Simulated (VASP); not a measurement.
# Nb (P6_3/mmc) in VASP: a series of runs

Nb is run at these levels: PBEsol; tasks: relaxation of cell and atoms, single point.

Program: VASP 6.6.1. These are calculated values, not measurements. Logs are shortened: lines on timing, memory, paths and dates and some standing lists are left out, and cuts for length are marked.

### 1 The cell of the first run

The structure is hexagonal, space group P6_3/mmc (No. 194). The conventional cell has a = 2.660 Å, b = 2.660 Å, c = 4.800 Å, α = 90.00°, β = 90.00°, γ = 120.00°. Within 3.5 Å of Nb (site symmetry -6m2) lie 12 Nb at 2.66 to 2.85 Å.

### 2 Relaxation of cell and atoms, PBEsol, target pressure 51 GPa, at which the enthalpy is minimised

The input, INCAR:

```
SYSTEM = Nb
PREC = Accurate ; ENCUT = 600
EDIFF = 1E-6 ; ISMEAR = -1
SIGMA = 0.05 ; LREAL = .FALSE.
LASPH = .TRUE. ; NELM = 80
ALGO = Normal ; ISIF = 3
LWAVE = .FALSE. ; LCHARG = .FALSE.
GGA = PS ; IBRION = 2
NSW = 32 ; EDIFFG = -0.005
PSTRESS = 510.0
```

The input, KPOINTS:

```
Automatic mesh
0
G
  16 16 9
  0 0 0
```

The input, POSCAR:

```
Nb
1.0
    2.6595091283      0.0000000000      0.0000000000
   -1.3297545642      2.3032024667      0.0000000000
    0.0000000000      0.0000000000      4.7997569033
Nb
2
Direct
    0.3333333333      0.6666666667      0.2500000000
    0.6666666667      0.3333333333      0.7500000000
```

Potentials or basis: VASP PAW PBE potentials, release 64 (Nb_sv).

The run is started by

```
$ cat potpaw_PBE.64/Nb_sv/POTCAR > POTCAR
$ mpirun -np 1 vasp_std > vasp.out
```

OUTCAR:

```text
SYSTEM = Nb
   PREC = Accurate
   ENCUT = 600
   EDIFF = 1E-6
   ISMEAR = -1
   LREAL = .FALSE.
   LASPH = .TRUE.
   NELM = 80
   ISIF = 3
   GGA = PS
   IBRION = 2
   NSW = 32
   EDIFFG = -0.005
   PSTRESS = 510.0

 ion  position               nearest neighbor table
   1  0.333  0.667  0.250-   2 2.85   2 2.85   2 2.85   2 2.85   2 2.85   2 2.85
   2  0.667  0.333  0.750-   1 2.85   1 2.85   1 2.85   1 2.85   1 2.85   1 2.85

  LATTYP: Found a hexagonal cell.
 ALAT       =     2.6595091283
 C/A-ratio  =     1.8047529344

  Lattice vectors:

 A1 = (   2.6595091283,   0.0000000000,   0.0000000000)
 A2 = (  -1.3297545642,   2.3032024667,   0.0000000000)
 A3 = (   0.0000000000,   0.0000000000,   4.7997569033)

Analysis of symmetry for initial positions (statically):
=====================================================================
 Subroutine PRICEL returns:
 Original cell was already a primitive cell.

 Routine SETGRP: Setting up the symmetry group for a
 hexagonal supercell.

 Subroutine GETGRP returns: Found 24 space group operations
 (whereof 12 operations were pure point group operations)
 out of a pool of 24 trial point group operations.

The static configuration has the point symmetry D_3d.
 The point group associated with its full space group is D_6h.

Analysis of symmetry for dynamics (positions and initial velocities):
=====================================================================
 Subroutine PRICEL returns:
 Original cell was already a primitive cell.

 Routine SETGRP: Setting up the symmetry group for a
 hexagonal supercell.

 Subroutine GETGRP returns: Found 24 space group operations
 (whereof 12 operations were pure point group operations)
 out of a pool of 24 trial point group operations.

The dynamic configuration has the point symmetry D_3d.
 The point group associated with its full space group is D_6h.

 Subroutine INISYM returns: Found 24 space group operations
 (whereof 12 operations are pure point group operations),
 and found     1 'primitive' translations

----------------------------------------------------------------------------------------

                                     Primitive cell

  volume of cell :      29.4004

  direct lattice vectors                    reciprocal lattice vectors
     2.659509128  0.000000000  0.000000000     0.376009238  0.217089035  0.000000000
[... 86 lines left out ...]
   EDIFF  = 0.1E-05   stopping-criterion for ELM
   LREAL  =      F    real-space projection
   EDIFFG = -.5E-02   stopping-criterion for IOM
   NSW    =     32    number of steps for IOM
   IBRION =      2    ionic relax: 0-MD 1-quasi-New 2-CG
   NFREE  =      1    steps in history (QN), initial steepest desc. (CG)
   ISIF   =      3    stress and relaxation
   ISYM   =      2    0-nonsym 1-usesym 2-fastsym
   POTIM  = 0.5000    time-step for ionic-motion
   TEBEG  =    0.0;   TEEND  =   0.0 temperature during run
   PSTRESS=  510.0 pullay stress
   NELECT =      26.0000    total number of electrons
   NUPDOWN=      -1.0000    fix difference up-down
   EMIN   =  10.00;   EMAX   =-10.00  energy-range for DOS
   EFERMI =   0.00;   METHOD = LEGACY
   ISMEAR =    -1;   SIGMA  =   0.05  broadening in eV -4-tet -1-fermi 0-gaus
   EFERMI_NEDOS =   21; number of points for ismear=-14 and -15
   IALGO  =     38    algorithm
   IMIX   =      4    mixing-type and parameters
     AMIX     =   0.40;   BMIX     =  1.00
     AMIX_MAG =   1.60;   BMIX_MAG =  1.00
  volume/ion in A,a.u.               =      14.70        99.20
  Fermi-wavevector in a.u.,A,eV,Ry     =   1.571382  2.969481 33.596052  2.469240
  Thomas-Fermi vector in A             =   2.672974
   LORBIT       =      0    0 simple, 1 ext, 2 COOP (PROOUT), +10 PAW based schemes
   GGA     = PS    functional components
   LHFCALC =     F    Hartree Fock is set to
   AEXX    =    0.0000 exact exchange contribution
   IVDW    =     0    specifies the selected vdW correction
   LEPSILON=     F    determine dielectric tensor
   LRPA    =     F    only Hartree local field effects (RPA)
 conjugate gradient relaxation of ions
 non-spin polarized calculation
  energy-cutoff  :      600.00
  volume of cell :       29.40
 maximum number of plane-waves:       997
 NGX is ok and might be reduce to    24
   NGX = 11   NGY = 11   NGZ = 19

--------------------------------------- Ionic step        1  -------------------------------------------

 number of electron      26.0000000 magnetization

 Free energy of the ion-electron system (eV)
  ---------------------------------------------------
  ext. energy  EPLUGINS =         0.00000000
  ---------------------------------------------------
  free energy    TOTEN  =       -20.39537988 eV

  energy without entropy =      -20.37872982  energy(sigma->0) =      -20.38705485

------------------------ aborting loop because EDIFF is reached ----------------------------------------

  FORCE on cell =-STRESS in cart. coord.  units (eV):
  Direction    XX          YY          ZZ          XY          YZ          ZX
  --------------------------------------------------------------------------------------
  -------------------------------------------------------------------------------------
  Total        9.3256883      9.3256883      9.2968471     -0.0000000      0.0000000     -0.0000000
  in kB      508.2046470    508.2046470    506.6329414     -0.0000000      0.0000000     -0.0000000
  external PRESSURE =      -2.3192549 kB  Pullay stress =     510.0000000 kB
[... 101 lines left out ...]
--------------------------------------- Ionic step        4  -------------------------------------------

 number of electron      26.0000000 magnetization

 Free energy of the ion-electron system (eV)
  ---------------------------------------------------
  ext. energy  EPLUGINS =         0.00000000
  ---------------------------------------------------
  free energy    TOTEN  =       -20.38909255 eV

  energy without entropy =      -20.37249098  energy(sigma->0) =      -20.38079176

 E-fermi :  14.6176     XC(G=0): -13.7099

 val. band max:       14.6144396878   @ k =   0.2500   0.1250   0.1111
 cond. band min:      14.6177407575   @ k =   0.3125   0.1875   0.0000
 fundamental gap:      0.0033010697
 Fermi energy:        14.6176296966

 k-point     1 :       0.0000    0.0000    0.0000
  band No.  band energies     occupation
      1     -40.0209      2.00000
      2     -39.6694      2.00000
      3     -17.0537      2.00000
      4     -14.9963      2.00000
      5     -14.7123      2.00000
      6     -14.7123      2.00000
[... 457 lines left out ...]
      4     -16.5264      2.00000
      5     -16.1462      2.00000
      6     -15.5671      2.00000
[... 9 lines left out ...]
     16      16.7658      0.00000
     17      19.5122      0.00000

 [... further k-points ...]
[... 5 lines left out ...]
  --------------------------------------------------------------------------------------
  -------------------------------------------------------------------------------------
  Total        9.3520661      9.3520661      9.3553582     -0.0000000     -0.0000000     -0.0000000
  in kB      509.9857849    509.9857849    510.1653091     -0.0000000     -0.0000000     -0.0000000
  external PRESSURE =       0.0456263 kB  Pullay stress =     510.0000000 kB
[... 21 lines left out ...]
  energy  without entropy=      -20.3724909753  energy(sigma->0) =      -20.38079176

  enthalpy is  TOTEN    =       -11.0367657289 eV   P V=        9.3523268162

 reached required accuracy - stopping structural energy minimisation
```

OSZICAR:

```text
N       E                     dE             d eps       ncg     rms          rms(c)
DAV:   1     0.348312588771E+03    0.34831E+03   -0.16769E+04  5100   0.185E+03
DAV:   2     0.554632168764E+01   -0.34277E+03   -0.33872E+03  5818   0.685E+02
DAV:   3    -0.198905205743E+02   -0.25437E+02   -0.24731E+02  9834   0.137E+02
DAV:   4    -0.208888004174E+02   -0.99828E+00   -0.98705E+00  6676   0.251E+01
[... 28 lines left out ...]
       N       E                     dE             d eps       ncg     rms          rms(c)
DAV:   1    -0.203891298355E+02   -0.52555E-03   -0.18580E-03  5258   0.467E-01    0.334E-02
DAV:   2    -0.203891016849E+02    0.28151E-04   -0.93333E-05  6467   0.111E-01    0.169E-02
DAV:   3    -0.203890926047E+02    0.90802E-05   -0.35096E-05  7943   0.539E-02    0.239E-03
DAV:   4    -0.203890925450E+02    0.59671E-07   -0.12113E-06  3841   0.141E-02
   4 F= -.11036766E+02 E0= -.11028465E+02  d E =-.318275E-05
```

CONTCAR:

```text
Nb
   1.00000000000000
     2.6594691543497433   -0.0000000000159194    0.0000000000000000
    -1.3297345772386573    2.3031678482491174   -0.0000000000000000
    -0.0000000000000000    0.0000000000000000    4.7966666122844304
  Nb
     2
Direct
     0.3333333332999970    0.6666666667000030    0.2500000000000000
     0.6666666667000030    0.3333333332999970    0.7500000000000000

  0.00000000E+00  0.00000000E+00  0.00000000E+00
  0.00000000E+00  0.00000000E+00  0.00000000E+00
```

Run time: 2 min. Hardware: 1 thread of AMD EPYC 9R45 (Zen 5), shared host; peak memory 0.19 GiB.

What came out:

```yaml
Free_energy: -20.3891 eV
Relaxed_volume: 14.69 Å³/atom
Relaxed_cell: a = 2.659 Å, b = 2.659 Å, c = 4.797 Å, α = 90.00°, β = 90.00°, γ = 120.00°
Space_group_after_relaxing_to_0.05_Å: P6_3/mmc (No. 194)
Energy_change_on_relaxing_the_enthalpy_is_what_falls: +3.1 meV/atom
Ionic_steps: 4
Pressure_after_relaxing: 51.0 GPa
Band_gap_on_the_k_mesh: zero (band 13 reaches 16.78 eV, above the bottom of band 14 at 13.70 eV)
```

Step by step:
| step | energy change (eV) | largest force (eV/Å) | pressure (GPa) | volume (Å³) |
| --- | --- | --- | --- | --- |
| 1 | 0.0000 | 0.0000 | 50.77 | 29.40 |
| 2 | 0.0290 | 0.0000 | 51.83 | 29.31 |
| 3 | 0.0068 | 0.0000 | 51.02 | 29.38 |
| 4 | 0.0063 | 0.0000 | 51.00 | 29.38 |

Final structure:
```xyz
2
Lattice="2.6595 0.0000 0.0000 -1.3297 2.3032 0.0000 0.0000 0.0000 4.7967" Properties=species:S:1:pos:R:3 pbc="T T T"
Nb    0.0000    1.5354    1.1992
Nb    1.3297    0.7677    3.5975
```

Caveat: the cell is relaxed towards a set pressure, so the enthalpy falls and the energy may rise; the PAW data sets were made with another functional, which shifts forces and pressure a little.

### 3 Single point, PBEsol

The input, INCAR:

```
PREC = Accurate
ENCUT = 520
EDIFF = 1E-6
ISMEAR = -1
SIGMA = 0.05
LREAL = F
LASPH = T
NELM = 100
ALGO = Normal
ISIF = 2
LWAVE = F
LCHARG = F
GGA = PS
NBANDS = 20
```

The input, KPOINTS:

```
regular mesh
0
Gamma
  16 16 9
```

POSCAR is that of step 2.

Potentials or basis: VASP PAW PBE potentials, release 64 (Nb_sv).

The run is started by

```
$ cat potpaw_PBE.64/Nb_sv/POTCAR > POTCAR
$ mpirun -np 1 vasp_std > vasp.out
```

Wall time 84 s (1 thread of Intel Xeon Platinum 8488C (Sapphire Rapids), shared host); peak memory 0.18 GiB.

It converged, with:

```
Free energy            : -20.3943 eV
Pressure               : 50.7 GPa
Band gap on the k mesh : zero (band 13 reaches 16.77 eV, above the bottom of band 14 at 13.69 eV)
```

Stress tensor (GPa, compression positive):
```
50.75  0.00  0.00
 0.00 50.75  0.00
 0.00  0.00 50.60
```

Levels at points of the mesh, in eV from the Fermi level:
| k point | band 9 | band 10 | band 11 | band 12 | band 13 | band 14 | band 15 | band 16 | band 17 | band 18 |
| --- | --- | --- | --- | --- | --- | --- | --- | --- | --- | --- |
| (0.00, 0.00, 0.00) | -6.65 | -4.68 | -1.46 | 0.08 | 0.08 | 0.74 | 0.74 | 1.53 | 3.02 | 3.02 |
| (0.50, 0.00, 0.00) | -5.01 | -4.59 | -4.14 | -0.75 | 0.45 | 0.52 | 0.81 | 5.93 | 7.18 | 7.52 |

Caveat: the PAW data sets were made with another functional, which shifts forces and pressure a little.

(Continued in part 2 of 2.)
